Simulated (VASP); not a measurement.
## NiO: single point with PBE+U

NiO:

```
CELL_PARAMETERS angstrom
1.50903 0.87124 2.46341
-1.50903 0.87124 2.46341
0.00000 -5.22744 0.00000
ATOMIC_POSITIONS crystal
Ni 0.00000 0.00000 0.00000
Ni 0.50000 0.50000 0.50000
O 0.75000 0.75000 0.25000
O 0.25000 0.25000 0.75000
```

```json
{
 "Program": "VASP 6.6.1",
 "Task": "single point",
 "Functional": "PBE",
 "Potentials or basis": "VASP PAW PBE potentials, release 64 (Ni, O)",
 "Cutoff": "520 eV",
 "k mesh": "5 × 5 × 3",
 "Occupations": "gaussian, width 0.05 eV",
 "Spin": "collinear spin, antiferromagnetic start",
 "Starting moments": "[2.0, -2.0, 0.0, 0.0] μB",
 "Hubbard terms": "Ni d U = 6.2 eV"
}
```

The pressure is -9.7 GPa, the band gap on the k mesh is 3.05 eV and the net moment is 0.00 μB per cell. The site moments are Ni +1.76, -1.76; O +0.00 μB and the valence electrons inside the program's atomic spheres are Ni 8.89; O 4.99.

Stress tensor (GPa, compression positive):
```
-9.64  0.00  0.00
 0.00 -9.80  0.05
 0.00  0.05 -9.61
```

Levels at points of the mesh, in eV from the valence-band top:
Spin up:
```
           k point  band 14  band 15  band 16  band 17  band 18  band 19
(0.00, 0.00, 0.00)    -0.55    -0.55    -0.55     3.05     4.30     4.30
```
Spin down:
```csv
k point,band 14,band 15,band 16,band 17,band 18,band 19
"(0.00, 0.00, 0.00)",-0.55,-0.55,-0.55,3.05,4.30,4.30
```

Eigenvalues of the final occupation matrices:
| site | spin | trace | eigenvalues |
| --- | --- | --- | --- |
| site 1 d | 1 | 4.99 | 0.98 0.98 0.98 1.02 1.02 |
| site 1 d | 2 | 3.22 | 0.14 0.14 0.98 0.98 0.98 |
| site 2 d | 1 | 3.22 | 0.14 0.14 0.98 0.98 0.98 |
| site 2 d | 2 | 4.99 | 0.98 0.98 0.98 1.02 1.02 |

Wall time 38 s on 1 thread of Intel(R) Xeon(R) Platinum 8488C (Sapphire Rapids), on a shared host, peak memory 0.19 GiB.

Caveat: the k points lie up to 0.49 Å⁻¹ apart. The state reached can hang on the start; a lower one may exist.
